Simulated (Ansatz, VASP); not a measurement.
**TaNbN2 in VASP and in Ansatz**

```xyz
4
Lattice="3.4768 0.0000 0.0000 -1.7384 3.0110 0.0000 0.0000 0.0000 5.3791" Properties=species:S:1:pos:R:3 pbc="T T T"
Ta    0.0000    0.0000    2.6895
Nb    0.0000    0.0000    0.0000
N     0.0000    2.0074    0.0000
N     1.7384    1.0037    0.0000
```

Alike in both runs: task relaxation of cell and atoms; functional PBE; k mesh 6 × 6 × 4; occupations gaussian, width 0.1 eV; no spin polarisation.

|  | VASP | Ansatz |
| --- | --- | --- |
| version | VASP 6.6.1 | Ansatz 0.2.0 |
| potentials or method | VASP PAW PBE potentials, release 64 (Ta_pv, Nb_sv, N), cutoff 600 eV | scalar-relativistic, plane waves, PAW |
| valence electrons in the cell | 34 | 36 |

```tsv
	VASP	Ansatz	Ansatz less VASP
gap on the k mesh at the Fermi level, each at its own relaxed structure (eV)	none	none	-
relaxed volume (Å³/atom)	16.40	16.46	+0.055
relaxed cell length with the largest relative difference (Å)	5.685	5.701	+0.0160
```

A gap of «none» marks a metal or a gap that the smearing closes. VASP's potentials hold 34 valence electrons a cell and Ansatz's 36, so a difference there can come from the potentials and not from the codes.

Neither program's run includes spin-orbit coupling. Noted on VASP's run: the volume moved by over 15 % at a fixed basis, so the end points are rough.
